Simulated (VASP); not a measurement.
Runs of VASP 6.6.1 on Zr. The structure is that of space group P6_3/mmc (No. 194), or close to it. The cells are those of the table. 

```csv
task,cell,k mesh,cutoff (eV),smearing,gap on the mesh (eV),pressure (GPa),relaxed volume (Å³/atom)
relaxation of cell and atoms,"relaxed from a = 3.245, b = 3.245, c = 5.156 Å, angles 90.0, 90.0, 120.0°, 2 atoms",12 × 12 × 8,600,fermi-dirac 0.15 eV,none,0.0,23.54
relaxation of cell and atoms,"relaxed from a = 3.239, b = 3.239, c = 5.172 Å, angles 90.0, 90.0, 120.0°, 2 atoms",12 × 12 × 8,600,gaussian 0.1 eV,none,0.0,(a)
single point,"a = 3.239, b = 3.239, c = 5.172 Å, angles 90.0, 90.0, 120.0°, 2 atoms",6 × 6 × 4,520,gaussian 0.1 eV,none,-0.3,-
single point,"a = 3.245, b = 3.245, c = 5.156 Å, angles 90.0, 90.0, 120.0°, 2 atoms",12 × 12 × 8,520,gaussian 0.1 eV,none,0.0,-
single point,"a = 3.243, b = 3.243, c = 5.169 Å, angles 90.0, 90.0, 120.0°, 2 atoms",12 × 12 × 8,520,fermi-dirac 0.15 eV,none,0.0,-
```

Alike in all rows: level r2SCAN; potentials or basis VASP PAW PBE potentials, release 64 (Zr_sv); no spin polarisation.

**Question.** Estimate the missing entries.

**Answer.** (a) 23.51.

Caveats: some runs use coarse meshes; the PAW data sets were made with another functional, which shifts forces and pressure a little.

A k mesh can miss the band edges, and the runs leave out spin-orbit coupling on Zr.

A gap of «none» marks levels without a gap at the run's occupations.
